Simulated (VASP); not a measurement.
Here is a VASP 6.6.1 calculation.

Contents of INCAR:

```
SYSTEM = Ca
ALGO = Normal
EDIFF = 1E-6
ENCUT = 520
ISIF = 2
ISMEAR = -1
LASPH = .True.
LCHARG = .False.
LREAL = .False.
LWAVE = .False.
NBANDS = 11
NELM = 100
PREC = Accurate
SIGMA = 0.1
```

File KPOINTS:

```
k-points
0
Gamma
  7 7 7
  0 0 0
```

File POSCAR:

```
Ca
1.0
   -2.2020265624      2.2020265624      2.2020265624
    2.2020265624     -2.2020265624      2.2020265624
    2.2020265624      2.2020265624     -2.2020265624
Ca
1
Direct
    0.0000000000      0.0000000000      0.0000000000
```

Potentials or basis: VASP PAW LDA potentials, release 64 (Ca_sv).

Run with:

```bash
$ cat potpaw_LDA.64/Ca_sv/POTCAR > POTCAR
$ mpirun -np 1 vasp_std > vasp.out
```

Question: Estimate the pressure.

Answer: -1.9 GPa.

Question: Predict the band gap on the k mesh.

Answer: Zero (band 5 reaches 2.01 eV, above the bottom of band 6 at 1.81 eV).
